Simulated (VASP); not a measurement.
Si:

```xyz
1
Lattice="2.5312 0.0000 0.0000 0.0000 2.5312 0.0000 0.0000 0.0000 2.5312" Properties=species:S:1:pos:R:3 pbc="T T T"
Si    0.0000    0.0000    0.0000
```

```yaml
Program: VASP 6.6.1
Task: relaxation of cell and atoms
Functional: PBEsol
Potentials_or_basis: VASP PAW PBE potentials, release 64 (Si)
Cutoff: 600 eV
k_mesh: 12 × 12 × 12
Occupations: fermi-dirac, width 0.1 eV
Spin: no spin polarisation
```

At the start: pressure -2.3 GPa; volume 16.22 Å³/atom.

Where does the relaxation end?

Over 3 steps the energy falls by 2.7 meV/atom and the volume is 15.85 Å³/atom (-2.3 %); space group Pm-3m (No. 221, to 0.05 Å).

Step by step:
```tsv
step	energy change (eV)	largest force (eV/Å)	pressure (GPa)	volume (Å³)
1	0.0000	0.0000	-2.34	16.22
2	-0.0020	0.0000	1.27	15.67
3	-0.0027	0.0000	0.01	15.85
```

Final structure:
```yaml
crystal:
  lattice:
    - [2.51195, 0.00000, 0.00000]
    - [0.00000, 2.51195, 0.00000]
    - [0.00000, 0.00000, 2.51195]
  atoms:
    - { symbol: Si, position: [0.00000, 0.00000, 0.00000] }
```

Caveat: the PAW data sets were made with another functional, which shifts forces and pressure a little.
